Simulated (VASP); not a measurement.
# La2O3 (P-62m) in VASP: further runs

Runs on La2O3. Level: LDA. Tasks: single point.

Everything below comes from runs of VASP 6.6.1. Logs are shortened: lines on timing, memory, paths and dates and some standing lists are left out, and cuts for length are marked.

## Step 1: The cell of the first run

The structure is hexagonal, space group P-62m (No. 189). Conventional cell: a = 6.267 Å, b = 6.267 Å, c = 3.300 Å, α = 90.00°, β = 90.00°, γ = 120.00°. La (site symmetry -6) has 6 O at 2.45 Å within 3.2 Å. Within 3.2 Å of O (site symmetry m2m) lie 4 La at 2.45 Å and 4 O at 3.13 Å.

## Step 2: Single point, LDA

INCAR

```
PREC = Accurate
ENCUT = 520
EDIFF = 1E-6
ISMEAR = 0
SIGMA = 0.01
LREAL = False
LASPH = True
NELM = 60
ALGO = Normal
ISIF = 2
LWAVE = False
LCHARG = False
NBANDS = 28
```

KPOINTS

```
regular mesh
0
Gamma
  6 6 6
```

POSCAR

```
La2O3
1.0
    6.2667802800      0.0000000000      0.0000000000
   -3.1333901400      5.4271909200      0.0000000000
    0.0000000000      0.0000000000      3.2997660000
La O
2 3
Direct
    0.3333333333      0.6666666667      0.5000000000
    0.6666666667      0.3333333333      0.5000000000
    0.4919860000      0.4919860000      0.0000000000
    0.0000000000      0.5080140000      0.0000000000
    0.5080140000      0.0000000000      0.0000000000
```

Potentials or basis: VASP PAW LDA potentials, release 64 (La, O).

On the command line:

```console
$ cat potpaw_LDA.64/La/POTCAR potpaw_LDA.64/O/POTCAR > POTCAR
$ mpirun -np 1 vasp_std > vasp.out
```

OUTCAR:

```text
PREC = Accurate
   ENCUT = 520
   EDIFF = 1E-6
   ISMEAR = 0
   LREAL = False
   LASPH = True
   NELM = 60
   ISIF = 2

 ion  position               nearest neighbor table
   1  0.333  0.667  0.500-   5 2.45   5 2.45   4 2.45   4 2.45   3 2.45   3 2.45   2 3.62   2 3.62
                             2 3.62
   2  0.667  0.333  0.500-   5 2.45   5 2.45   4 2.45   4 2.45   3 2.45   3 2.45   1 3.62   1 3.62
                             1 3.62
   3  0.492  0.492  0.000-   1 2.45   1 2.45   2 2.45   2 2.45
   4  0.000  0.508  0.000-   2 2.45   2 2.45   1 2.45   1 2.45
   5  0.508  0.000  0.000-   2 2.45   2 2.45   1 2.45   1 2.45

  LATTYP: Found a hexagonal cell.
 ALAT       =     6.2667802800
 C/A-ratio  =     0.5265488580

  Lattice vectors:

 A1 = (   6.2667802800,   0.0000000000,   0.0000000000)
 A2 = (  -3.1333901400,   5.4271909200,   0.0000000000)
 A3 = (   0.0000000000,   0.0000000000,   3.2997660000)

Analysis of symmetry for initial positions (statically):
=====================================================================
 Subroutine PRICEL returns:
 Original cell was already a primitive cell.

 Routine SETGRP: Setting up the symmetry group for a
 hexagonal supercell.

 Subroutine GETGRP returns: Found 12 space group operations
 (whereof 12 operations were pure point group operations)
 out of a pool of 24 trial point group operations.

The static configuration has the point symmetry D_3h.

Analysis of symmetry for dynamics (positions and initial velocities):
=====================================================================
 Subroutine PRICEL returns:
 Original cell was already a primitive cell.

 Routine SETGRP: Setting up the symmetry group for a
 hexagonal supercell.

 Subroutine GETGRP returns: Found 12 space group operations
 (whereof 12 operations were pure point group operations)
 out of a pool of 24 trial point group operations.

The dynamic configuration has the point symmetry D_3h.

 Subroutine INISYM returns: Found 12 space group operations
 (whereof 12 operations are pure point group operations),
 and found     1 'primitive' translations

----------------------------------------------------------------------------------------

                                     Primitive cell

  volume of cell :     112.2284

  direct lattice vectors                    reciprocal lattice vectors
     6.266780280  0.000000000  0.000000000     0.159571575  0.092128692  0.000000000
[... 93 lines left out ...]
   LREAL  =      F    real-space projection
   EDIFFG = 0.1E-04   stopping-criterion for IOM
   NSW    =      0    number of steps for IOM
   IBRION =     -1    ionic relax: 0-MD 1-quasi-New 2-CG
   NFREE  =      0    steps in history (QN), initial steepest desc. (CG)
   ISIF   =      2    stress and relaxation
   ISYM   =      2    0-nonsym 1-usesym 2-fastsym
   POTIM  = 0.5000    time-step for ionic-motion
   TEBEG  =    0.0;   TEEND  =   0.0 temperature during run
   PSTRESS=    0.0 pullay stress
   NELECT =      40.0000    total number of electrons
   NUPDOWN=      -1.0000    fix difference up-down
   EMIN   =  10.00;   EMAX   =-10.00  energy-range for DOS
   EFERMI =   0.00;   METHOD = LEGACY
   ISMEAR =     0;   SIGMA  =   0.01  broadening in eV -4-tet -1-fermi 0-gaus
   EFERMI_NEDOS =   21; number of points for ismear=-14 and -15
   IALGO  =     38    algorithm
   IMIX   =      4    mixing-type and parameters
     AMIX     =   0.40;   BMIX     =  1.00
     AMIX_MAG =   1.60;   BMIX_MAG =  1.00
  volume/ion in A,a.u.               =      22.45       151.47
  Fermi-wavevector in a.u.,A,eV,Ry     =   1.160719  2.193442 18.330716  1.347270
  Thomas-Fermi vector in A             =   2.297299
   LORBIT       =      0    0 simple, 1 ext, 2 COOP (PROOUT), +10 PAW based schemes
   GGA     = CA    functional components
   LHFCALC =     F    Hartree Fock is set to
   AEXX    =    0.0000 exact exchange contribution
   IVDW    =     0    specifies the selected vdW correction
   LEPSILON=     F    determine dielectric tensor
   LRPA    =     F    only Hartree local field effects (RPA)
 non-spin polarized calculation
 Gauss-broadening in eV      SIGMA  =   0.01
  energy-cutoff  :      520.00
  volume of cell :      112.23
 maximum number of plane-waves:      3044
 NGX is ok and might be reduce to    48
   NGX = 23   NGY = 23   NGZ = 13

 number of electron      39.9999994 magnetization

 Free energy of the ion-electron system (eV)
  ---------------------------------------------------
  ext. energy  EPLUGINS =         0.00000000
  ---------------------------------------------------
  free energy    TOTEN  =       -44.39284901 eV

  energy without entropy =      -44.39284901  energy(sigma->0) =      -44.39284901

 E-fermi :   3.1608     XC(G=0):  -8.8239

 val. band max:        3.0878867229   @ k =   0.0000   0.0000   0.5000
 cond. band min:       4.4695282310   @ k =   0.0000   0.0000   0.0000
 fundamental gap:      1.3816415082
 Fermi energy:         3.1607631457

 k-point     1 :       0.0000    0.0000    0.0000
  band No.  band energies     occupation
      1     -27.2847      2.00000
      2     -27.0541      2.00000
      3     -14.1954      2.00000
      4     -14.1954      2.00000
      5     -12.4616      2.00000
      6     -10.8481      2.00000
[... 733 lines left out ...]
     27       7.5681      0.00000
     28       7.6787      0.00000

 [... further k-points ...]

------------------------ aborting loop because EDIFF is reached ----------------------------------------

  FORCE on cell =-STRESS in cart. coord.  units (eV):
  Direction    XX          YY          ZZ          XY          YZ          ZX
  --------------------------------------------------------------------------------------
  -------------------------------------------------------------------------------------
  Total       -1.1952019     -1.1952019     -4.4499936      0.0000000      0.0000000     -0.0000000
  in kB      -17.0627550    -17.0627550    -63.5283028      0.0000000      0.0000000     -0.0000000
  external PRESSURE =     -32.5512709 kB  Pullay stress =       0.0000000 kB

 VOLUME and BASIS-vectors are now :
 -----------------------------------------------------------------------------
  energy-cutoff  :      520.00
  volume of cell :      112.23
      direct lattice vectors                 reciprocal lattice vectors
     6.266780280  0.000000000  0.000000000     0.159571575  0.092128692  0.000000000
    -3.133390140  5.427190920  0.000000000     0.000000000  0.184257384  0.000000000
     0.000000000  0.000000000  3.299766000     0.000000000  0.000000000  0.303051792

 POSITION                                       TOTAL-FORCE (eV/Angst)
 -----------------------------------------------------------------------------------
     -0.00000      3.61813      1.64988        -0.000000      0.000000     -0.000000
      3.13339      1.80906      1.64988         0.000000      0.000000     -0.000000
      1.54158      2.67010      0.00000         0.036709      0.063582      0.000000
     -1.59181      2.75709      0.00000         0.036709     -0.063582     -0.000000
      3.18361      0.00000      0.00000        -0.073418      0.000000     -0.000000
 -----------------------------------------------------------------------------------
    total drift:                               -0.000000     -0.000000     -0.000000

  FREE ENERGIE OF THE ION-ELECTRON SYSTEM (eV)
  ---------------------------------------------------
  free  energy   TOTEN  =       -44.3928490058 eV

  energy  without entropy=      -44.3928490058  energy(sigma->0) =      -44.39284901
```

OSZICAR:

```text
N       E                     dE             d eps       ncg     rms          rms(c)
DAV:   1     0.521454381370E+03    0.52145E+03   -0.15918E+04  1608   0.204E+03
DAV:   2     0.986299643795E+02   -0.42282E+03   -0.40204E+03  2144   0.340E+02
DAV:   3    -0.324704980545E+02   -0.13110E+03   -0.12697E+03  2500   0.218E+02
DAV:   4    -0.505106808352E+02   -0.18040E+02   -0.17694E+02  2688   0.785E+01
DAV:   5    -0.516526636171E+02   -0.11420E+01   -0.11412E+01  2716   0.227E+01    0.152E+01
DAV:   6    -0.452046270611E+02    0.64480E+01   -0.58946E+01  2456   0.400E+01    0.818E+00
DAV:   7    -0.447437503861E+02    0.46088E+00   -0.69562E+00  3056   0.236E+01    0.343E+00
DAV:   8    -0.444167516285E+02    0.32700E+00   -0.10998E+00  2720   0.821E+00    0.109E+00
DAV:   9    -0.443847008387E+02    0.32051E-01   -0.25993E-01  2880   0.392E+00    0.416E-01
DAV:  10    -0.443907940250E+02   -0.60932E-02   -0.24904E-02  2952   0.103E+00    0.153E-01
DAV:  11    -0.443925909737E+02   -0.17969E-02   -0.73766E-03  2320   0.432E-01    0.132E-01
DAV:  12    -0.443927926848E+02   -0.20171E-03   -0.27240E-03  2880   0.448E-01    0.231E-02
DAV:  13    -0.443928394728E+02   -0.46788E-04   -0.16381E-04  2360   0.777E-02    0.752E-03
DAV:  14    -0.443928488281E+02   -0.93553E-05   -0.30459E-05  3016   0.484E-02    0.410E-03
DAV:  15    -0.443928490058E+02   -0.17771E-06   -0.60907E-06  2264   0.194E-02
   1 F= -.44392849E+02 E0= -.44392849E+02  d E =-.224755E-27
```

stdout:

```text
POSCAR found type information on POSCAR LaO
 POSCAR found :  2 types and       5 ions
 scaLAPACK will be used
 LDA part: xc-table for (Slater(with rela. corr.)+CA(PZ))
 , standard interpolation
 POSCAR, INCAR and KPOINTS ok, starting setup
 FFT: planning ... GRIDC
 FFT: planning ... GRID_SOFT
 FFT: planning ... GRID
 WAVECAR not read
 entering main loop
```

It took 94 s on 1 thread of Intel Xeon Platinum 8259CL at 2.50GHz (Skylake/Cascade Lake), shared host; peak memory 0.25 GiB.

Results:

```yaml
Free_energy: -44.3928 eV
Pressure: -3.3 GPa
Largest_force: 0.073 eV/Å
Band_gap_on_the_k_mesh: 1.38 eV, indirect (least direct gap 1.90 eV)
```

Forces on the atoms (eV/Å):
```
La   0.000  0.000  0.000
La   0.000  0.000  0.000
O    0.037  0.064  0.000
O    0.037 -0.064  0.000
O   -0.073  0.000  0.000
```

Levels at points of the mesh, in eV from the valence-band top:
| k point | band 17 | band 18 | band 19 | band 20 | band 21 | band 22 | band 23 | band 24 |
| --- | --- | --- | --- | --- | --- | --- | --- | --- |
| (0.00, 0.00, 0.00) | -1.03 | -1.03 | -0.74 | -0.52 | 1.38 | 3.32 | 3.86 | 3.86 |
| (0.50, 0.00, 0.00) | -1.70 | -1.20 | -1.17 | -0.98 | 2.56 | 3.37 | 4.12 | 4.18 |
| (0.00, 0.00, 0.50) | -1.22 | -1.22 | -0.34 | 0.00 | 4.11 | 4.15 | 4.21 | 4.27 |
| (0.50, 0.00, 0.50) | -1.62 | -1.43 | -0.70 | -0.65 | 4.14 | 4.22 | 4.25 | 4.28 |

Caveat: spin-orbit coupling is left out, which moves the levels of the heavy elements.

## Step 3: Single point, LDA

INCAR

```
SYSTEM = La2O3
  PREC = Accurate
  ENCUT = 520
  EDIFF = 1E-6
  ISMEAR = 0
  SIGMA = 0.01
  LREAL = .FALSE.
  LASPH = .TRUE.
  NELM = 100
  ALGO = Normal
  ISIF = 2
  LWAVE = .FALSE.
  LCHARG = .TRUE.
  LELF = .TRUE.
  LVHAR = .TRUE.
  NBANDS = 28
```

KPOINTS

```
Automatic mesh
0
G
  6 6 6
  0 0 0
```

POSCAR is that of step 2.

Potentials or basis: VASP PAW LDA potentials, release 64 (La, O).

On the command line:

```console
$ cat potpaw_LDA.64/La/POTCAR potpaw_LDA.64/O/POTCAR > POTCAR
$ mpirun -np 1 vasp_std > vasp.out
```

It took 93 s on 1 thread of Intel Xeon Platinum 8259CL at 2.50GHz (Skylake/Cascade Lake), shared host; peak memory 0.25 GiB.

It converged, with:

```
Free energy            : -44.3928 eV
Pressure               : -3.3 GPa
Largest force          : 0.073 eV/Å
Band gap on the k mesh : 1.38 eV, indirect (least direct gap 1.90 eV)
```

Forces in eV/Å, atoms in the order of the input:
```
La   0.000  0.000  0.000
La   0.000  0.000  0.000
O    0.037  0.064  0.000
O    0.037 -0.064  0.000
O   -0.073  0.000  0.000
```

Stress tensor (GPa, compression positive):
```
-1.71  0.00  0.00
 0.00 -1.71  0.00
 0.00  0.00 -6.35
```

Levels at points of the mesh, in eV from the valence-band top:
```tsv
k point	band 18	band 19	band 20	band 21	band 22	band 23
(0.00, 0.00, 0.00)	-1.03	-0.74	-0.52	1.38	3.32	3.86
(0.50, 0.00, 0.00)	-1.20	-1.17	-0.98	2.56	3.37	4.12
(0.00, 0.00, 0.50)	-1.22	-0.34	0.00	4.11	4.15	4.21
(0.50, 0.00, 0.50)	-1.43	-0.70	-0.65	4.14	4.22	4.25
```

Caveat: spin-orbit coupling is left out, which moves the levels of the heavy elements. A k mesh can miss the band edges.

## Step 4: Single point, LDA

INCAR

```
ALGO = Normal
EDIFF = 1E-7
ENCUT = 520
GGA = CA
ISIF = 2
ISMEAR = 0
LASPH = T
LCHARG = F
LREAL = F
LWAVE = F
NBANDS = 28
NELM = 100
PREC = Accurate
SIGMA = 0.01
```

KPOINTS

```
k-points
0
Gamma
  6 6 6
```

POSCAR is that of step 3.

On the command line:

```console
$ cat potpaw_LDA.64/La/POTCAR potpaw_LDA.64/O/POTCAR > POTCAR
$ mpirun -np 1 vasp_std > vasp.out
```

It took 1.7 min on 1 thread of Intel Xeon Platinum 8259CL at 2.50GHz (Skylake/Cascade Lake), shared host; peak memory 0.25 GiB.

The run converged. Its results:

- Free energy: -44.3928 eV
- Pressure: -3.3 GPa
- Largest force: 0.073 eV/Å
- Band gap on the k mesh: 1.38 eV, indirect (least direct gap 1.90 eV)

Forces on the atoms (eV/Å):
```
La   0.000  0.000  0.000
La   0.000  0.000  0.000
O    0.037  0.064  0.000
O    0.037 -0.064  0.000
O   -0.073  0.000  0.000
```

Stress tensor (GPa, compression positive):
```
-1.72  0.00  0.00
 0.00 -1.72  0.00
 0.00  0.00 -6.36
```

Levels at points of the mesh, in eV from the valence-band top:
| k point | band 17 | band 18 | band 19 | band 20 | band 21 | band 22 | band 23 | band 24 |
| --- | --- | --- | --- | --- | --- | --- | --- | --- |
| (0.00, 0.00, 0.00) | -1.03 | -1.03 | -0.74 | -0.52 | 1.38 | 3.32 | 3.85 | 3.85 |
| (0.50, 0.00, 0.00) | -1.70 | -1.20 | -1.17 | -0.98 | 2.56 | 3.37 | 4.12 | 4.18 |
| (0.00, 0.00, 0.50) | -1.22 | -1.22 | -0.34 | 0.00 | 4.11 | 4.15 | 4.21 | 4.26 |
| (0.50, 0.00, 0.50) | -1.62 | -1.43 | -0.70 | -0.65 | 4.14 | 4.22 | 4.25 | 4.28 |

Caveat: spin-orbit coupling is left out, which moves the levels of the heavy elements.
